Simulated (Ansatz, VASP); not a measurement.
## One calculation of PtS2, two programs

Contents of POSCAR:

```
PtS2
1.0
    1.7391392326      1.0040925041      5.0958703778
   -1.7391392326      1.0040925041      5.0958703778
    0.0000000000     -2.0081850081      5.0958703778
Pt S
1 2
Direct
   -0.0026256460     -0.0026256460     -0.0026256460
    0.4255983386      0.4255983386      0.4255983386
    0.2436939740      0.2436939740      0.2436939740
```

The input INCAR.step1:

```
PREC = Accurate
ENCUT = 520
ISMEAR = 1
SIGMA = 0.5
LREAL = False
LASPH = True
NELM = 100
NBANDS = 18
GGA = PE
ALGO = Normal
EDIFF = 1E-4
LWAVE = True
LCHARG = False
```

INCAR.step2

```
PREC = Accurate
ENCUT = 520
EDIFF = 1E-7
ISMEAR = 1
SIGMA = 0.5
LREAL = False
LASPH = True
NELM = 100
ALGO = Normal
ISIF = 2
LWAVE = False
LCHARG = False
METAGGA = R2SCAN
LMIXTAU = True
NBANDS = 18
ISTART = 1
```

The input KPOINTS:

```
regular mesh
0
Gamma
  6 6 6
```

Input for Ansatz:

```yaml
crystal:
  lattice:
    - [1.7391392326, 1.0040925041, 5.0958703778]
    - [-1.7391392326, 1.0040925041, 5.0958703778]
    - [0.0, -2.0081850081, 5.0958703778]
  atoms:
    - { symbol: Pt, position: [-0.002625646, -0.002625646, -0.002625646] }
    - { symbol: S, position: [0.4255983386, 0.4255983386, 0.4255983386] }
    - { symbol: S, position: [0.243693974, 0.243693974, 0.243693974] }
kpoints:
  mp_grid: { grid: [6, 6, 6] }
hamiltonian:
  xc: r2scan
scf:
  occupations: { method: cold, width: 0.5 }
  n_extra_bands: 4
output:
  forces: true
  stress: true
  eigenvalues: true
```

Alike in both runs: task single point; functional r2SCAN; k mesh 6 × 6 × 6; no spin polarisation.

|  | VASP | Ansatz |
| --- | --- | --- |
| version | VASP 6.6.1 | Ansatz 0.2.0 |
| potentials or method | VASP PAW PBE potentials, release 64 (Pt, S) | plane waves |
| plane-wave cutoff (eV) | 520 | 500 |
| occupations | methfessel-paxton of order 1, width 0.5 eV | cold, width 0.5 eV |
| valence electrons in the cell | 22 | 30 |

|  | VASP | Ansatz | Ansatz less VASP |
| --- | --- | --- | --- |
| pressure (GPa) | 1.3 | 1.4 | +0.13 |
| traceless stress, the component that is largest in VASP (GPa) | 0.04 | 0.20 | +0.161 |
| rms of the force components (eV/Å) | 0.032 | 0.046 | +0.0136 |

VASP's potentials were made for PBE, not for r2SCAN. Atom by atom the forces differ by 0.014 eV/Å (rms over components). VASP's potentials hold 22 valence electrons a cell and Ansatz's 30, so a difference there can come from the potentials and not from the codes.

Neither program's run includes spin-orbit coupling.
